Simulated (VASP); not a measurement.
Input of a VASP 6.6.1 run:

File INCAR:

```
PREC = Accurate
ENCUT = 600
EDIFF = 1E-6
ISMEAR = 0
SIGMA = 0.1
LREAL = F
LASPH = T
NELM = 80
ALGO = Normal
ISIF = 3
LWAVE = F
LCHARG = F
GGA = PS
IBRION = 2
NSW = 80
EDIFFG = -0.01
```

File KPOINTS:

```
regular mesh
0
Gamma
  14 14 14
```

File POSCAR:

```
Na
1.0
   -2.2827748779      2.2827748779      2.2827748779
    2.2827748779     -2.2827748779      2.2827748779
    2.2827748779      2.2827748779     -2.2827748779
Na
1
Direct
    0.0000000000      0.0000000000      0.0000000000
```

Potentials or basis: VASP PAW PBE potentials, release 64 (Na_pv).

Run with:

```console
$ cat potpaw_PBE.64/Na_pv/POTCAR > POTCAR
$ mpirun -np 1 vasp_std > vasp.out
```

Q: Estimate the relaxed cell.

A: a = 3.609 Å, b = 3.609 Å, c = 3.609 Å, α = 109.47°, β = 109.47°, γ = 109.47°.

Q: Predict the band gap on the k mesh.

A: Zero (an odd number of electrons rules out a gap without spin polarisation).

Q: Estimate the relaxed volume.

A: 36.18 Å³/atom.

Q: What does it give for the space group after relaxing (to 0.1 Å)?

A: Im-3m (No. 229).

Final structure:
```yaml
crystal:
  lattice:
    - [-2.08346, 2.08346, 2.08346]
    - [2.08346, -2.08346, 2.08346]
    - [2.08346, 2.08346, -2.08346]
  atoms:
    - { symbol: Na, position: [0.00000, 0.00000, 0.00000] }
```

Caveat: the volume moved by over 15 % at a fixed basis, so the end points are rough; the PAW data sets were made with another functional, which shifts forces and pressure a little.
